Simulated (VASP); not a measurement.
Write the native input for VASP 6.6.1 that does the following.

| Item | Value |
| --- | --- |
| Task | single point |
| Functional | r2SCAN |
| Potentials or basis | VASP PAW PBE potentials, release 64 (Ni, Si) |
| Cutoff | 520 eV |
| k mesh | 10 × 10 × 10 |
| Occupations | fermi-dirac, width 0.05 eV |
| Spin | collinear spin, ferromagnetic start |
| Starting moments | [1.0, 1.0, 1.0, 0.0] μB |
| Dipole correction | no |
| Further INCAR settings | ALGO = Normal; EDIFF = 1e-06; NBANDS = 29 |

The system is SiNi3.

```xyz
4
Lattice="3.5420 0.0000 0.0000 0.0000 3.5420 0.0000 0.0000 0.0000 3.5420" Properties=species:S:1:pos:R:3 pbc="T T T"
Ni    1.7710    1.7710    0.0000
Ni    1.7710    0.0000    1.7710
Ni    0.0000    1.7710    1.7710
Si    0.0000    0.0000    0.0000
```

One way to write it, as run:

POSCAR

```
SiNi3
1.0
    3.5420000000      0.0000000000      0.0000000000
    0.0000000000      3.5420000000      0.0000000000
    0.0000000000      0.0000000000      3.5420000000
Ni Si
3 1
Direct
    0.5000000000      0.5000000000      0.0000000000
    0.5000000000      0.0000000000      0.5000000000
    0.0000000000      0.5000000000      0.5000000000
    0.0000000000      0.0000000000      0.0000000000
```

INCAR.step1

```
PREC = Accurate
ENCUT = 520
ISMEAR = -1
SIGMA = 0.05
LREAL = False
LASPH = True
NELM = 150
ISPIN = 2
MAGMOM = 1 1 1 0
LMAXMIX = 4
NBANDS = 29
GGA = PE
ALGO = Normal
EDIFF = 1E-4
LWAVE = True
LCHARG = False
```

INCAR.step2

```
PREC = Accurate
ENCUT = 520
EDIFF = 1E-6
ISMEAR = -1
SIGMA = 0.05
LREAL = False
LASPH = True
NELM = 150
ALGO = Normal
ISIF = 2
LWAVE = False
LCHARG = False
ISPIN = 2
MAGMOM = 1 1 1 0
LORBIT = 11
LMAXMIX = 4
METAGGA = R2SCAN
LMIXTAU = True
NBANDS = 29
ISTART = 1
```

KPOINTS

```
regular mesh
0
Gamma
  10 10 10
```

Potentials or basis: VASP PAW PBE potentials, release 64 (Ni, Si).

Command:

```console
$ cat potpaw_PBE.64/Ni/POTCAR potpaw_PBE.64/Si/POTCAR > POTCAR
$ cp INCAR.step1 INCAR
$ mpirun -np 1 vasp_std > vasp.out
$ cp INCAR.step2 INCAR
$ mpirun -np 1 vasp_std > vasp.out
```

It gave:

```json
{"Pressure": "-13.2 GPa", "Band gap on the k mesh": "zero (filled and empty bands overlap)", "Net moment": "-0.01 μB per cell", "Valence electrons inside the program's atomic spheres": "Ni 9.45; Si 1.53"}
```

Caveat: the cell stands under tension; the moments typed at the start vanished in this run; the PAW data sets were made with another functional, which shifts forces and pressure a little.

It took 4.2 min on 1 thread of AMD EPYC 9R45 96-Core Processor (Zen 5), with other jobs on the host, peak memory 0.22 GiB.
